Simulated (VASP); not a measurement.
A run of VASP 6.6.1 is set up as follows.

File INCAR:

```
SYSTEM = CuGe4
  ALGO = Normal
  DIPOL = 0.5 0.5 0.335
  EDIFF = 1E-6
  ENCUT = 520
  GGA = PE
  IDIPOL = 3
  ISIF = 2
  ISMEAR = 0
  IVDW = 12
  LASPH = .TRUE.
  LCHARG = .FALSE.
  LDIPOL = .TRUE.
  LREAL = .FALSE.
  LWAVE = .FALSE.
  NBANDS = 42
  NELM = 80
  PREC = Accurate
  SIGMA = 0.1
```

Contents of KPOINTS:

```
k-points
0
G
  9 9 1
  0 0 0
```

The input POSCAR:

```
CuGe4
1.0
    4.0303587933      0.0000000000      0.0000000000
   -2.0151793967      3.4903931014      0.0000000000
    0.0000000000      0.0000000000     21.4984134729
Ge Cu
4 1
Direct
    0.3333333333      0.6666666667      0.1860602414
    0.0000000000      0.0000000000      0.2243278812
    0.0000000000      0.0000000000      0.3459155542
    0.6666666667      0.3333333333      0.3813496974
    0.6666666667      0.7777777778      0.5348493966
```

Potentials or basis: VASP PAW PBE potentials, release 64 (Ge_d, Cu).

The run is started by

```console
$ cat potpaw_PBE.64/Ge_d/POTCAR potpaw_PBE.64/Cu/POTCAR > POTCAR
$ mpirun -np 1 vasp_std > vasp.out
```

**Question.** Estimate the band gap on the k mesh.

**Answer.** Zero (an odd number of electrons rules out a gap without spin polarisation).

**Question.** Predict the largest force.

**Answer.** 0.478 eV/Å.

Forces on the atoms (eV/Å):
```
Ge  -0.008 -0.020  0.157
Ge   0.005  0.019 -0.094
Ge   0.023  0.007 -0.072
Ge  -0.052  0.048  0.473
Cu   0.032 -0.054 -0.464
```

Caveat: an odd number of electrons without spin polarisation forces a metal; a magnetic or distorted state may lie lower.
